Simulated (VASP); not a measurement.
Wanted: the native input for a VASP 6.6.1 run.

```yaml
Task: single point
Functional: PBE
Potentials_or_basis: VASP PAW PBE potentials, release 64 (Si, Sn_d)
Cutoff: 500 eV
k_mesh: 3 × 3 × 3
Occupations: gaussian, width 0.2 eV
Spin: no spin polarisation
Dipole_correction: no
Further_INCAR_settings: ALGO = Normal; EDIFF = 1e-06; NBANDS = 48
```

The structure of Si2Sn5 lies in POSCAR:

```
Si2Sn5
1.0
   -3.8382421392      3.8382421392      4.2501012359
    3.8382421392     -3.8382421392      4.2501012359
    3.8382421392      3.8382421392     -4.2501012359
Si Sn
2 5
Direct
    0.1844956762      0.1844956762      0.0000000000
    0.8155043238      0.8155043238      0.0000000000
    0.2083772590      0.2083772590      0.4167545181
    0.7916227410      0.7916227410      0.5832454819
    0.2083772590      0.7916227410      0.0000000000
    0.7916227410      0.2083772590      0.0000000000
    0.5000000000      0.5000000000      0.0000000000
```

The cell was built from a structure type or drawn by symmetry, and may not be a known phase.

The input as run:

INCAR

```
PREC = Accurate
ENCUT = 500
EDIFF = 1E-6
ISMEAR = 0
SIGMA = 0.2
LREAL = False
LASPH = True
NELM = 120
ALGO = Normal
ISIF = 2
LWAVE = False
LCHARG = False
GGA = PE
NBANDS = 48
GGA_COMPAT = False
```

KPOINTS

```
Automatic mesh
0
Gamma
  3 3 3
```

Potentials or basis: VASP PAW PBE potentials, release 64 (Si, Sn_d).

Command:

```bash
$ cat potpaw_PBE.64/Si/POTCAR potpaw_PBE.64/Sn_d/POTCAR > POTCAR
$ mpirun -np 1 vasp_std > vasp.out
```

It gave:

- Pressure: 0.0 GPa
- Largest force: 0.075 eV/Å
- Band gap on the k mesh: zero (bands 39 and 40 overlap by 0.74 eV)

Caveat: the k points lie up to 0.37 Å⁻¹ apart, too coarse for converged energies and pressures of a metal; semilocal functionals underestimate gaps, so a narrow gap can read as zero; spin-orbit coupling is left out, which moves the levels of the heavy elements.

Wall time 2.9 min on 1 thread of Intel Xeon 8259CL, with other jobs on the host, peak memory 0.36 GiB.
